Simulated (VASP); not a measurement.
# LiH (rock salt type) in VASP: a series of runs

The runs below take LiH (rock salt type) through single point, with HSE06.

Program: VASP 6.6.1. These are calculated values, not measurements. Logs are shortened: lines on timing, memory, paths and dates and some standing lists are left out, and cuts for length are marked.

**1. The cell of the first run**

The structure is cubic, space group Fm-3m (No. 225). Conventional cell: a = 4.033 Å, b = 4.033 Å, c = 4.033 Å, α = 90.00°, β = 90.00°, γ = 90.00°. Within 2.7 Å of Li (site symmetry m-3m) lie 6 H at 2.02 Å. H (site symmetry m-3m) has 6 Li at 2.02 Å within 2.7 Å.

**2. Single point, HSE06**

File POSCAR:

```
LiH
1.0
    0.0000000000      2.0166777899      2.0166777899
    2.0166777899      0.0000000000      2.0166777899
    2.0166777899      2.0166777899      0.0000000000
Li H
1 1
Direct
    0.0000000000      0.0000000000      0.0000000000
    0.5000000000      0.5000000000      0.5000000000
```

File INCAR.step1:

```
ALGO = Normal
EDIFF = 1E-5
ENCUT = 520
GGA = PE
ISIF = 2
ISMEAR = -1
LASPH = True
LREAL = False
LWAVE = True
NBANDS = 9
NELM = 60
PREC = Accurate
SIGMA = 0.05
```

File INCAR.step2:

```
ALGO = Normal
EDIFF = 1E-7
ENCUT = 520
GGA = PE
HFSCREEN = 0.2079
ISIF = 2
ISMEAR = -1
ISTART = 1
LASPH = True
LCHARG = True
LELF = True
LHFCALC = True
LREAL = False
LVHAR = True
LWAVE = False
NBANDS = 9
NELM = 60
PREC = Accurate
PRECFOCK = Normal
SIGMA = 0.05
```

File KPOINTS:

```
k-points
0
Gamma
  4 4 4
```

Potentials or basis: VASP PAW PBE potentials, release 64 (Li_sv, H).

Run with:

```bash
> cat potpaw_PBE.64/Li_sv/POTCAR potpaw_PBE.64/H/POTCAR > POTCAR
> cp INCAR.step1 INCAR
> mpirun -np 1 vasp_std > vasp.out
> cp INCAR.step2 INCAR
> mpirun -np 1 vasp_std > vasp.out
```

OUTCAR:

```text
EDIFF = 1E-7
   ENCUT = 520
   GGA = PE
   HFSCREEN = 0.2079
   ISIF = 2
   ISMEAR = -1
   ISTART = 1
   LASPH = True
   LHFCALC = True
   LREAL = False
   NELM = 60
   PREC = Accurate
   PRECFOCK = Normal

 ion  position               nearest neighbor table
   1  0.000  0.000  0.000-
   2  0.500  0.500  0.500-

  LATTYP: Found a face centered cubic cell.
 ALAT       =     4.0333555798

  Lattice vectors:

 A1 = (   0.0000000000,   2.0166777899,   2.0166777899)
 A2 = (   2.0166777899,   0.0000000000,   2.0166777899)
 A3 = (   2.0166777899,   2.0166777899,   0.0000000000)

Analysis of symmetry for initial positions (statically):
=====================================================================
 Subroutine PRICEL returns:
 Original cell was already a primitive cell.

 Routine SETGRP: Setting up the symmetry group for a
 face centered cubic supercell.

 Subroutine GETGRP returns: Found 48 space group operations
 (whereof 48 operations were pure point group operations)
 out of a pool of 48 trial point group operations.

The static configuration has the point symmetry O_h .

Analysis of symmetry for dynamics (positions and initial velocities):
=====================================================================
 Subroutine PRICEL returns:
 Original cell was already a primitive cell.

 Routine SETGRP: Setting up the symmetry group for a
 face centered cubic supercell.

 Subroutine GETGRP returns: Found 48 space group operations
 (whereof 48 operations were pure point group operations)
 out of a pool of 48 trial point group operations.

The dynamic configuration has the point symmetry O_h .

 Subroutine INISYM returns: Found 48 space group operations
 (whereof 48 operations are pure point group operations),
 and found     1 'primitive' translations

----------------------------------------------------------------------------------------

                                     Primitive cell

  volume of cell :      16.4036

  direct lattice vectors                    reciprocal lattice vectors
     0.000000000  2.016677790  2.016677790    -0.247932517  0.247932517  0.247932517
     2.016677790  0.000000000  2.016677790     0.247932517 -0.247932517  0.247932517
     2.016677790  2.016677790  0.000000000     0.247932517  0.247932517 -0.247932517

  length of vectors
     2.852013081  2.852013081  2.852013081     0.429431716  0.429431716  0.429431716

  position of ions in fractional coordinates (direct lattice)
     0.000000000  0.000000000  0.000000000
     0.500000000  0.500000000  0.500000000

  ion indices of the primitive-cell ions
   primitive index   ion index
                 1           1
                 2           2

----------------------------------------------------------------------------------------

 KPOINTS: k-points

Automatic generation of k-mesh.
 Grid dimensions read from file:
 generate k-points for:    4    4    4

 Generating k-lattice:

  Cartesian coordinates                     Fractional coordinates (reciprocal lattice)
    -0.061983129  0.061983129  0.061983129     0.250000000  0.000000000  0.000000000
     0.061983129 -0.061983129  0.061983129     0.000000000  0.250000000  0.000000000
     0.061983129  0.061983129 -0.061983129     0.000000000  0.000000000  0.250000000

  Length of vectors
     0.107357929  0.107357929  0.107357929

  Shift w.r.t. Gamma in fractional coordinates (k-lattice)
     0.000000000  0.000000000  0.000000000

 Subroutine IBZKPT returns following result:
 ===========================================

 Found      8 irreducible k-points:

 Following reciprocal coordinates:
            Coordinates               Weight
  0.000000  0.000000  0.000000      1.000000
  0.250000  0.000000  0.000000      8.000000
  0.500000  0.000000  0.000000      4.000000
  0.250000  0.250000  0.000000      6.000000
  0.500000  0.250000  0.000000     24.000000
 -0.250000  0.250000  0.000000     12.000000
  0.500000  0.500000  0.000000      3.000000
 -0.250000  0.500000  0.250000      6.000000
   k-points           NKPTS =      8   k-points in BZ     NKDIM =     64   number of bands    NBANDS=      9
   number of dos      NEDOS =    301   number of ions     NIONS =      2
   total plane-waves  NPLWV =  13824
   dimension x,y,z NGX =    24 NGY =   24 NGZ =   24
   dimension x,y,z NGXF=    48 NGYF=   48 NGZF=   48
   ions per type =               1   1
   NGX,Y,Z   is equivalent  to a cutoff of  13.99, 13.99, 13.99 a.u.
   NGXF,Y,Z  is equivalent  to a cutoff of  27.98, 27.98, 27.98 a.u.
 SYSTEM =  unknown system
   PREC   = accura    normal or accurate (medium, high low for compatibility)
   ISTART =      1    job   : 0-new  1-cont  2-samecut
   ICHARG =      0    charge: 1-file 2-atom 10-const
   ISPIN  =      1    spin polarized calculation?
   LNONCOLLINEAR =      F non collinear calculations
   LSORBIT =      F    spin-orbit coupling
   LASPH  =      T    aspherical Exc in radial PAW
   ENCUT  =  520.0 eV  38.22 Ry    6.18 a.u.   5.30  5.30  5.30*2*pi/ulx,y,z
   NELM   =     60;   NELMIN=  2; NELMDL=  0     # of ELM steps
   EDIFF  = 0.1E-06   stopping-criterion for ELM
   LREAL  =      F    real-space projection
   EDIFFG = 0.1E-05   stopping-criterion for IOM
   NSW    =      0    number of steps for IOM
   IBRION =     -1    ionic relax: 0-MD 1-quasi-New 2-CG
   NFREE  =      0    steps in history (QN), initial steepest desc. (CG)
   ISIF   =      2    stress and relaxation
   ISYM   =      3    0-nonsym 1-usesym 2-fastsym
   POTIM  = 0.5000    time-step for ionic-motion
   TEBEG  =    0.0;   TEEND  =   0.0 temperature during run
   PSTRESS=    0.0 pullay stress
   NELECT =       4.0000    total number of electrons
   NUPDOWN=      -1.0000    fix difference up-down
   EMIN   =  10.00;   EMAX   =-10.00  energy-range for DOS
   EFERMI =   0.00;   METHOD = LEGACY
   ISMEAR =    -1;   SIGMA  =   0.05  broadening in eV -4-tet -1-fermi 0-gaus
   EFERMI_NEDOS =   21; number of points for ismear=-14 and -15
   IALGO  =     38    algorithm
   IMIX   =      1    mixing-type and parameters
     AMIX     =   0.40;   BMIX     =  1.00
     AMIX_MAG =   1.60;   BMIX_MAG =  1.00
  volume/ion in A,a.u.               =       8.20        55.35
  Fermi-wavevector in a.u.,A,eV,Ry     =   1.022779  1.932771 14.232730  1.046076
  Thomas-Fermi vector in A             =   2.156476
   LORBIT       =      0    0 simple, 1 ext, 2 COOP (PROOUT), +10 PAW based schemes
   GGA     = PE    functional components
   LHFCALC =     T    Hartree Fock is set to
   PRECFOCK=normal    Normal, Fast or Accurate (Low or Medium for compatibility)
   ENCUT4O =  -1.0   cutoff for four orbital integrals eV
   NKREDX  =     1    reduce k-point grid by
   NKREDY  =     1    reduce k-point grid by
   NKREDZ  =     1    reduce k-point grid by
   AEXX    =    0.2500 exact exchange contribution
   HFSCREEN=    0.2079 screening length (either q_TF or 0.3 A-1)
   HFSCREENC=   0.2079 screening length for correlation (either q_TF or 0.3 A-1)
   ENCUTFOCK=  -1.0 apply spherical cutoff to Coloumb kernel
   IVDW    =     0    specifies the selected vdW correction
   LEPSILON=     F    determine dielectric tensor
   LRPA    =     F    only Hartree local field effects (RPA)
 non-spin polarized calculation
  energy-cutoff  :      520.00
  volume of cell :       16.40
 maximum number of plane-waves:       459
 NGX is ok and might be reduce to    24
  NGX = 16; NGY = 16; NGZ = 16

 number of electron       3.9999995 magnetization

 Free energy of the ion-electron system (eV)
  ---------------------------------------------------
  ext. energy  EPLUGINS =         0.00000000
  ---------------------------------------------------
  free energy    TOTEN  =        -6.77523134 eV

  energy without entropy =       -6.77523134  energy(sigma->0) =       -6.77523134

 E-fermi :   0.4659     XC(G=0):  -7.0727

 val. band max:       -0.6932735418   @ k =   0.5000   0.5000   0.0000
 cond. band min:       3.3168052369   @ k =   0.5000   0.5000   0.0000
 fundamental gap:      4.0100787787
 Fermi energy:         0.4658690214

 k-point     1 :       0.0000    0.0000    0.0000
  band No.  band energies     occupation
      1     -47.9980      2.00000
      2      -6.6685      2.00000
      3      17.0206      0.00000
      4      18.5879      0.00000
      5      18.5879      0.00000
      6      18.5880      0.00000
      7      23.1622      0.00000
      8      23.1622      0.00000
      9      23.1622      0.00000

 k-point     2 :       0.2500    0.0000    0.0000
  band No.  band energies     occupation
      1     -47.9741      2.00000
      2      -5.4508      2.00000
      3      10.2547      0.00000
      4      15.8510      0.00000
      5      17.3033      0.00000
      6      17.3033      0.00000
      7      22.8231      0.00000
      8      22.8231      0.00000
      9      24.1537      0.00000

 k-point     3 :       0.5000    0.0000    0.0000
  band No.  band energies     occupation
      1     -47.9499      2.00000
      2      -3.4908      2.00000
      3       5.2362      0.00000
      4      14.4146      0.00000
      5      17.1577      0.00000
      6      17.1577      0.00000
      7      19.7404      0.00000
      8      19.7404      0.00000
      9      27.9259      0.00000

 k-point     4 :       0.2500    0.2500    0.0000
  band No.  band energies     occupation
      1     -47.9669      2.00000
      2      -4.9201      2.00000
      3      11.0576      0.00000
      4      13.6544      0.00000
      5      13.6545      0.00000
      6      16.8199      0.00000
      7      18.4124      0.00000
      8      27.5570      0.00000
      9      30.4418      0.00000

 k-point     5 :       0.5000    0.2500    0.0000
  band No.  band energies     occupation
      1     -47.9439      2.00000
      2      -2.4979      2.00000
      3       5.8280      0.00000
      4       9.4454      0.00000
      5      13.1148      0.00000
      6      16.9518      0.00000
      7      22.1492      0.00000
      8      27.0048      0.00000
      9      28.9533      0.00000

 k-point     6 :      -0.2500    0.2500    0.0000
  band No.  band energies     occupation
      1     -47.9510      2.00000
      2      -3.5364      2.00000
      3       8.0360      0.00000
      4       8.7808      0.00000
      5      15.9058      0.00000
      6      16.5372      0.00000
      7      23.9165      0.00000
      8      26.0873      0.00000
      9      27.7936      0.00000

 k-point     7 :       0.5000    0.5000    0.0000
  band No.  band energies     occupation
      1     -47.9377      2.00000
      2      -0.6933      2.00000
      3       3.3168      0.00000
      4      11.3993      0.00000
      5      11.3993      0.00000
      6      14.4829      0.00000
      7      17.9860      0.00000
      8      35.4480      0.00000
      9      35.4480      0.00000

 k-point     8 :      -0.2500    0.5000    0.2500
  band No.  band energies     occupation
      1     -47.9370      2.00000
      2      -0.9142      2.00000
      3       5.6887      0.00000
      4       5.6887      0.00000
      5      12.3311      0.00000
      6      18.3972      0.00000
      7      24.6671      0.00000
      8      24.6671      0.00000
      9      28.8139      0.00000

------------------------ aborting loop because EDIFF is reached ----------------------------------------

  FORCE on cell =-STRESS in cart. coord.  units (eV):
  Direction    XX          YY          ZZ          XY          YZ          ZX
  --------------------------------------------------------------------------------------
  -------------------------------------------------------------------------------------
  Total       -0.1167297     -0.1167297     -0.1167297      0.0000000      0.0000000      0.0000000
  in kB      -11.4012472    -11.4012472    -11.4012472      0.0000000      0.0000000      0.0000000
  external PRESSURE =     -11.4012472 kB  Pullay stress =       0.0000000 kB

 VOLUME and BASIS-vectors are now :
 -----------------------------------------------------------------------------
  energy-cutoff  :      520.00
  volume of cell :       16.40
      direct lattice vectors                 reciprocal lattice vectors
     0.000000000  2.016677790  2.016677790    -0.247932517  0.247932517  0.247932517
     2.016677790  0.000000000  2.016677790     0.247932517 -0.247932517  0.247932517
     2.016677790  2.016677790  0.000000000     0.247932517  0.247932517 -0.247932517

 POSITION                                       TOTAL-FORCE (eV/Angst)
 -----------------------------------------------------------------------------------
      0.00000      0.00000      0.00000         0.000000      0.000000      0.000000
      2.01668      2.01668      2.01668        -0.000000     -0.000000     -0.000000
 -----------------------------------------------------------------------------------
    total drift:                                0.000001      0.000001      0.000002

  FREE ENERGIE OF THE ION-ELECTRON SYSTEM (eV)
  ---------------------------------------------------
  free  energy   TOTEN  =        -6.7752313402 eV

  energy  without entropy=       -6.7752313402  energy(sigma->0) =       -6.77523134
```

It took 30 s on 1 thread of Intel Xeon 8259CL, shared host; peak memory 0.23 GiB.

Results:

```
Free energy            : -6.7752 eV
Band gap on the k mesh : 4.01 eV
```

Caveat: the k points lie up to 0.67 Å⁻¹ apart; the cutoff is under 1.25 times the usual one of these potentials, so pressure, stress and relaxed cells hold a basis-set (Pulay) error; the PAW data sets were made with another functional, which shifts forces and pressure a little. A k mesh can miss the band edges.

[end of part 1 of 2]
